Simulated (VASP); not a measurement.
# Zr3GeTe4 (P-3m1) in VASP: a series of runs

The runs below take Zr3GeTe4 through single point, relaxation of cell and atoms, with PBE.

All numbers are computed with VASP 6.6.1; they aren't measurements. Logs are shortened: lines on timing, memory, paths and dates and some standing lists are left out, and cuts for length are marked.

**1. The cell of the first run**

The structure is trigonal, space group P-3m1 (No. 164). Conventional cell: a = 3.832 Å, b = 3.832 Å, c = 15.759 Å, α = 90.00°, β = 90.00°, γ = 120.00°. Zr (site symmetry -3m) has 6 Te at 2.94 Å and 8 Zr at 3.83 to 3.89 Å within 3.9 Å. Within 4.0 Å of Zr (site symmetry 3m) lie 6 Te at 2.92 to 2.95 Å and 7 Zr at 3.83 to 3.89 Å and 1 Ge at 3.99 Å. Ge (site symmetry -3m) has 6 Te at 3.04 Å and 6 Ge at 3.83 Å and 2 Zr at 3.99 Å within 4.0 Å. Te (site symmetry 3m) has 3 Zr at 2.92 Å and 3 Ge at 3.04 Å and 6 Te at 3.83 Å within 3.9 Å. Within 3.9 Å of Te (site symmetry 3m) lie 6 Zr at 2.94 to 2.95 Å and 6 Te at 3.83 Å.

The cell was built from a structure type or drawn by symmetry, and may not be a known phase.

**2. Single point, PBE**

Contents of INCAR:

```
PREC     = Accurate       # precision mode
ENCUT    = 520            # plane-wave cutoff, eV
EDIFF    = 1E-6           # SCF threshold, eV
ISMEAR   = 0              # smearing method
SIGMA    = 0.2            # smearing width, eV
LREAL    = False          # projectors in reciprocal space
LASPH    = True           # aspherical terms in the spheres
NELM     = 80             # most SCF steps
ALGO     = Normal         # electronic algorithm
ISIF     = 2              # what is computed and relaxed
LWAVE    = False          # write WAVECAR
LCHARG   = True           # write CHGCAR
GGA      = PE             # functional
LELF     = True           # ELF
LVHAR    = True         
NBANDS   = 47             # bands
```

Contents of KPOINTS:

```
Automatic mesh
0
Gamma
  4 4 2
```

Contents of POSCAR:

```
Zr3GeTe4
1.0
    3.8324333867      0.0000000025      0.0000000000
   -1.9162166956      3.3189846699      0.0000000000
    0.0000000000      0.0000000000     15.7590685750
Zr Ge Te
3 1 4
Direct
    0.0000000000      0.0000000000      0.5000000000
    0.0000000000      0.0000000000      0.2533829920
    0.0000000000      0.0000000000      0.7466170080
    0.0000000000      0.0000000000      0.0000000000
    0.3333333333      0.6666666667      0.8677080826
    0.3333333333      0.6666666667      0.3772186597
    0.6666666667      0.3333333333      0.1322919174
    0.6666666667      0.3333333333      0.6227813403
```

Potentials or basis: VASP PAW PBE potentials, release 64 (Zr_sv, Ge_d, Te).

Command:

```sh
$ cat potpaw_PBE.64/Zr_sv/POTCAR potpaw_PBE.64/Ge_d/POTCAR potpaw_PBE.64/Te/POTCAR > POTCAR
$ mpirun -np 1 vasp_std > vasp.out
```

OUTCAR:

```text
PREC = Accurate
   ENCUT = 520
   EDIFF = 1E-6
   ISMEAR = 0
   LREAL = False
   LASPH = True
   NELM = 80
   ISIF = 2
   GGA = PE

 ion  position               nearest neighbor table
   1  0.000  0.000  0.500-   6 2.94   8 2.94   8 2.94   6 2.94   8 2.94   6 2.94   2 3.89   3 3.89

   2  0.000  0.000  0.253-   7 2.92   7 2.92   7 2.92   6 2.95   6 2.95   6 2.95   1 3.89
   3  0.000  0.000  0.747-   5 2.92   5 2.92   5 2.92   8 2.95   8 2.95   8 2.95   1 3.89
   4  0.000  0.000  0.000-   5 3.04   7 3.04   7 3.04   5 3.04   7 3.04   5 3.04
   5  0.333  0.667  0.868-   3 2.92   3 2.92   3 2.92   4 3.04   4 3.04   4 3.04
   6  0.333  0.667  0.377-   1 2.94   1 2.94   1 2.94   2 2.95   2 2.95   2 2.95
   7  0.667  0.333  0.132-   2 2.92   2 2.92   2 2.92   4 3.04   4 3.04   4 3.04
   8  0.667  0.333  0.623-   1 2.94   1 2.94   1 2.94   3 2.95   3 2.95   3 2.95

  LATTYP: Found a hexagonal cell.
 ALAT       =     3.8324333867
 C/A-ratio  =     4.1120267425

  Lattice vectors:

 A1 = (   3.8324333867,   0.0000000025,   0.0000000000)
 A2 = (  -1.9162166956,   3.3189846699,   0.0000000000)
 A3 = (   0.0000000000,   0.0000000000,  15.7590685750)

Analysis of symmetry for initial positions (statically):
=====================================================================
 Subroutine PRICEL returns:
 Original cell was already a primitive cell.

 Routine SETGRP: Setting up the symmetry group for a
 hexagonal supercell.

 Subroutine GETGRP returns: Found 12 space group operations
 (whereof 12 operations were pure point group operations)
 out of a pool of 24 trial point group operations.

The static configuration has the point symmetry D_3d.

Analysis of symmetry for dynamics (positions and initial velocities):
=====================================================================
 Subroutine PRICEL returns:
 Original cell was already a primitive cell.

 Routine SETGRP: Setting up the symmetry group for a
 hexagonal supercell.

 Subroutine GETGRP returns: Found 12 space group operations
 (whereof 12 operations were pure point group operations)
 out of a pool of 24 trial point group operations.

The dynamic configuration has the point symmetry D_3d.

 Subroutine INISYM returns: Found 12 space group operations
 (whereof 12 operations are pure point group operations),
 and found     1 'primitive' translations

----------------------------------------------------------------------------------------

                                     Primitive cell

  volume of cell :     200.4520

  direct lattice vectors                    reciprocal lattice vectors
     3.832433387  0.000000003  0.000000000     0.260930824  0.150648481  0.000000000
    -1.916216696  3.318984670  0.000000000    -0.000000000  0.301296962  0.000000000
     0.000000000  0.000000000 15.759068575     0.000000000  0.000000000  0.063455527

  length of vectors
     3.832433387  3.832433387 15.759068575     0.301296962  0.301296962  0.063455527

  position of ions in fractional coordinates (direct lattice)
     0.000000000  0.000000000  0.500000000
     0.000000000  0.000000000  0.253382992
     0.000000000  0.000000000  0.746617008
     0.000000000  0.000000000  0.000000000
     0.333333333  0.666666667  0.867708083
     0.333333333  0.666666667  0.377218660
     0.666666667  0.333333333  0.132291917
     0.666666667  0.333333333  0.622781340

  ion indices of the primitive-cell ions
   primitive index   ion index
                 1           1
                 2           2
                 3           3
                 4           4
                 5           5
                 6           6
                 7           7
                 8           8

----------------------------------------------------------------------------------------

 KPOINTS: Automatic mesh

Automatic generation of k-mesh.
 Grid dimensions read from file:
 generate k-points for:    4    4    2

 Generating k-lattice:

  Cartesian coordinates                     Fractional coordinates (reciprocal lattice)
     0.065232706  0.037662120  0.000000000     0.250000000  0.000000000  0.000000000
    -0.000000000  0.075324241  0.000000000     0.000000000  0.250000000  0.000000000
     0.000000000  0.000000000  0.031727763     0.000000000  0.000000000  0.500000000

  Length of vectors
     0.075324241  0.075324241  0.031727763

  Shift w.r.t. Gamma in fractional coordinates (k-lattice)
     0.000000000  0.000000000  0.000000000

 Subroutine IBZKPT returns following result:
 ===========================================

 Found      8 irreducible k-points:

 Following reciprocal coordinates:
            Coordinates               Weight
  0.000000  0.000000  0.000000      1.000000
  0.250000  0.000000  0.000000      6.000000
  0.500000  0.000000  0.000000      3.000000
  0.250000  0.250000  0.000000      6.000000
  0.000000  0.000000  0.500000      1.000000
  0.250000  0.000000  0.500000      6.000000
  0.500000  0.000000  0.500000      3.000000
  0.250000  0.250000  0.500000      6.000000
   k-points           NKPTS =      8   k-points in BZ     NKDIM =      8   number of bands    NBANDS=     47
   number of dos      NEDOS =    301   number of ions     NIONS =      8
   total plane-waves  NPLWV = 108000
   dimension x,y,z NGX =    30 NGY =   30 NGZ =  120
   dimension x,y,z NGXF=    60 NGYF=   60 NGZF=  240
   ions per type =               3   1   4
   NGX,Y,Z   is equivalent  to a cutoff of  13.01, 13.01, 12.66 a.u.
   NGXF,Y,Z  is equivalent  to a cutoff of  26.03, 26.03, 25.32 a.u.
 SYSTEM =  unknown system
   PREC   = accura    normal or accurate (medium, high low for compatibility)
   ISTART =      0    job   : 0-new  1-cont  2-samecut
   ICHARG =      2    charge: 1-file 2-atom 10-const
   ISPIN  =      1    spin polarized calculation?
   LNONCOLLINEAR =      F non collinear calculations
   LSORBIT =      F    spin-orbit coupling
   LASPH  =      T    aspherical Exc in radial PAW
   ENCUT  =  520.0 eV  38.22 Ry    6.18 a.u.   7.13  7.13 29.30*2*pi/ulx,y,z
   NELM   =     80;   NELMIN=  2; NELMDL= -5     # of ELM steps
   EDIFF  = 0.1E-05   stopping-criterion for ELM
   LREAL  =      F    real-space projection
   EDIFFG = 0.1E-04   stopping-criterion for IOM
   NSW    =      0    number of steps for IOM
   IBRION =     -1    ionic relax: 0-MD 1-quasi-New 2-CG
   NFREE  =      0    steps in history (QN), initial steepest desc. (CG)
   ISIF   =      2    stress and relaxation
   ISYM   =      2    0-nonsym 1-usesym 2-fastsym
   POTIM  = 0.5000    time-step for ionic-motion
   TEBEG  =    0.0;   TEEND  =   0.0 temperature during run
   PSTRESS=    0.0 pullay stress
   NELECT =      74.0000    total number of electrons
   NUPDOWN=      -1.0000    fix difference up-down
   EMIN   =  10.00;   EMAX   =-10.00  energy-range for DOS
   EFERMI =   0.00;   METHOD = LEGACY
   ISMEAR =     0;   SIGMA  =   0.20  broadening in eV -4-tet -1-fermi 0-gaus
   EFERMI_NEDOS =   21; number of points for ismear=-14 and -15
   IALGO  =     38    algorithm
   IMIX   =      4    mixing-type and parameters
     AMIX     =   0.40;   BMIX     =  1.00
     AMIX_MAG =   1.60;   BMIX_MAG =  1.00
  volume/ion in A,a.u.               =      25.06       169.09
  Fermi-wavevector in a.u.,A,eV,Ry     =   1.174398  2.219290 18.765297  1.379210
  Thomas-Fermi vector in A             =   2.310796
   LORBIT       =      0    0 simple, 1 ext, 2 COOP (PROOUT), +10 PAW based schemes
   GGA     = PE    functional components
   LHFCALC =     F    Hartree Fock is set to
   AEXX    =    0.0000 exact exchange contribution
   IVDW    =     0    specifies the selected vdW correction
   LEPSILON=     F    determine dielectric tensor
   LRPA    =     F    only Hartree local field effects (RPA)
 non-spin polarized calculation
 Gauss-broadening in eV      SIGMA  =   0.20
  energy-cutoff  :      520.00
  volume of cell :      200.45
 maximum number of plane-waves:      5428
 NGX is ok and might be reduce to    30
   NGX = 15   NGY = 15   NGZ = 59

 number of electron      74.0000005 magnetization

 Free energy of the ion-electron system (eV)
  ---------------------------------------------------
  ext. energy  EPLUGINS =         0.00000000
  ---------------------------------------------------
  free energy    TOTEN  =       -47.50421892 eV

  energy without entropy =      -47.42572194  energy(sigma->0) =      -47.46497043

 E-fermi :   8.7545     XC(G=0): -10.4867

 val. band max:        8.7049042471   @ k =   0.0000   0.0000   0.0000
 cond. band min:       8.7554371415   @ k =   0.2500   0.2500   0.0000
 fundamental gap:      0.0505328944
 Fermi energy:         8.7545316951

 k-point     1 :       0.0000    0.0000    0.0000
  band No.  band energies     occupation
      1     -40.7790      2.00000
      2     -40.7648      2.00000
      3     -40.7646      2.00000
      4     -18.9302      2.00000
      5     -18.8790      2.00000
      6     -18.8454      2.00000
[... 39 lines left out ...]
     46      10.5808      0.00000
     47      10.5808      0.00000

 k-point     2 :       0.2500    0.0000    0.0000
  band No.  band energies     occupation
      1     -40.7740      2.00000
      2     -40.7597      2.00000
      3     -40.7596      2.00000
      4     -18.9088      2.00000
      5     -18.8616      2.00000
      6     -18.8377      2.00000
[... 39 lines left out ...]
     46      10.7492      0.00000
     47      10.9386      0.00000

 k-point     3 :       0.5000    0.0000    0.0000
  band No.  band energies     occupation
      1     -40.7689      2.00000
      2     -40.7547      2.00000
      3     -40.7545      2.00000
      4     -18.9141      2.00000
      5     -18.8890      2.00000
      6     -18.8879      2.00000
[... 239 lines left out ...]
     46      11.0896      0.00000
     47      11.4501      0.00000

 k-point     8 :       0.2500    0.2500    0.5000
  band No.  band energies     occupation
      1     -40.7689      2.00000
      2     -40.7547      2.00000
      3     -40.7545      2.00000
      4     -18.8873      2.00000
      5     -18.8843      2.00000
      6     -18.8601      2.00000
[... 39 lines left out ...]
     46      11.2518      0.00000
     47      11.3558      0.00000

------------------------ aborting loop because EDIFF is reached ----------------------------------------

  FORCE on cell =-STRESS in cart. coord.  units (eV):
  Direction    XX          YY          ZZ          XY          YZ          ZX
  --------------------------------------------------------------------------------------
  -------------------------------------------------------------------------------------
  Total       -0.0326016     -0.0326016      0.7545034      0.0000000      0.0000000     -0.0000000
  in kB       -0.2605787     -0.2605787      6.0306116      0.0000000      0.0000000     -0.0000000
  external PRESSURE =       1.8364848 kB  Pullay stress =       0.0000000 kB

 VOLUME and BASIS-vectors are now :
 -----------------------------------------------------------------------------
  energy-cutoff  :      520.00
  volume of cell :      200.45
      direct lattice vectors                 reciprocal lattice vectors
     3.832433387  0.000000003  0.000000000     0.260930824  0.150648481  0.000000000
    -1.916216696  3.318984670  0.000000000    -0.000000000  0.301296962  0.000000000
     0.000000000  0.000000000 15.759068575     0.000000000  0.000000000  0.063455527

 POSITION                                       TOTAL-FORCE (eV/Angst)
 -----------------------------------------------------------------------------------
      0.00000      0.00000      7.87953        -0.000000     -0.000000      0.000000
      0.00000      0.00000      3.99308        -0.000000     -0.000000     -0.056650
      0.00000      0.00000     11.76599         0.000000      0.000000      0.056650
      0.00000      0.00000      0.00000        -0.000000     -0.000000      0.000000
     -0.00000      2.21266     13.67427         0.000000     -0.000000     -0.025660
     -0.00000      2.21266      5.94461         0.000000     -0.000000      0.023797
      1.91622      1.10633      2.08480        -0.000000      0.000000      0.025660
      1.91622      1.10633      9.81445         0.000000      0.000000     -0.023797
 -----------------------------------------------------------------------------------
    total drift:                                0.000000      0.000000      0.000000

  FREE ENERGIE OF THE ION-ELECTRON SYSTEM (eV)
  ---------------------------------------------------
  free  energy   TOTEN  =       -47.5042189250 eV

  energy  without entropy=      -47.4257219368  energy(sigma->0) =      -47.46497043
```

It took 64 s on 1 thread of Intel Xeon 6975P-C (Granite Rapids), shared host; peak memory 0.35 GiB.

What came out:

- Free energy: -47.5042 eV
- Pressure: 0.2 GPa
- Largest force: 0.057 eV/Å
- Band gap on the k mesh: zero (bands 37 and 38 overlap by 0.27 eV)

Forces in eV/Å, atoms in the order of the input:
```
Zr   0.000  0.000  0.000
Zr   0.000  0.000 -0.057
Zr   0.000  0.000  0.057
Ge   0.000  0.000  0.000
Te   0.000  0.000 -0.026
Te   0.000  0.000  0.024
Te   0.000  0.000  0.026
Te   0.000  0.000 -0.024
```

Stress tensor (GPa, compression positive):
```
-0.03  0.00  0.00
 0.00 -0.03  0.00
 0.00  0.00  0.60
```

Levels at points of the mesh, in eV from the Fermi level:
```tsv
k point	band 33	band 34	band 35	band 36	band 37	band 38	band 39	band 40	band 41	band 42
(0.00, 0.00, 0.00)	-0.64	-0.64	-0.32	-0.05	0.27	0.27	0.50	0.50	0.67	0.67
(0.50, 0.00, 0.00)	-2.24	-2.06	-1.54	-1.48	-0.80	0.86	1.06	1.14	1.44	1.81
(0.00, 0.00, 0.50)	-1.24	-0.51	-0.51	0.26	0.26	0.29	0.48	0.48	0.57	0.57
(0.50, 0.00, 0.50)	-2.59	-1.82	-1.73	-1.21	-0.96	0.69	1.02	1.13	2.00	2.06
```

Caveat: the k points lie up to 0.47 Å⁻¹ apart; spin-orbit coupling is left out, which moves the levels of the heavy elements.

[end of part 1 of 3]
